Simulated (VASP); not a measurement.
Here is a VASP 6.6.1 calculation.

File INCAR:

```
SYSTEM = Ca2Pd
  PREC = Accurate
  ENCUT = 520
  EDIFF = 1E-6
  ISMEAR = 0
  SIGMA = 0.1
  LREAL = .False.
  LASPH = .True.
  NELM = 100
  ALGO = Normal
  ISIF = 2
  LWAVE = .False.
  LCHARG = .True.
  GGA = PE
  LELF = .True.
  LVHAR = .True.
  NBANDS = 22
```

The input KPOINTS:

```
regular mesh
0
Gamma
  6 6 4
  0 0 0
```

POSCAR

```
Ca2Pd
1.0
    5.1835823639      0.0000000000      0.0000000000
   -2.5917911820      4.4891140097      0.0000000000
    0.0000000000      0.0000000000      3.2001567846
Ca Pd
2 1
Direct
    0.3333333333      0.6666666667      0.5000000000
    0.6666666667      0.3333333333      0.5000000000
    0.0000000000      0.0000000000      0.0000000000
```

Potentials or basis: VASP PAW PBE potentials, release 64 (Ca_sv, Pd).

Launch:

```console
$ cat potpaw_PBE.64/Ca_sv/POTCAR potpaw_PBE.64/Pd/POTCAR > POTCAR
$ mpirun -np 1 vasp_std > vasp.out
```

Task: What does it give for the pressure?

Result: 0.3 GPa.

Task: Estimate the band gap on the k mesh.

Result: Zero (bands 15 and 16 overlap by 2.58 eV).

Caveat: the k points lie up to 0.49 Å⁻¹ apart, too coarse for converged energies and pressures of a metal.
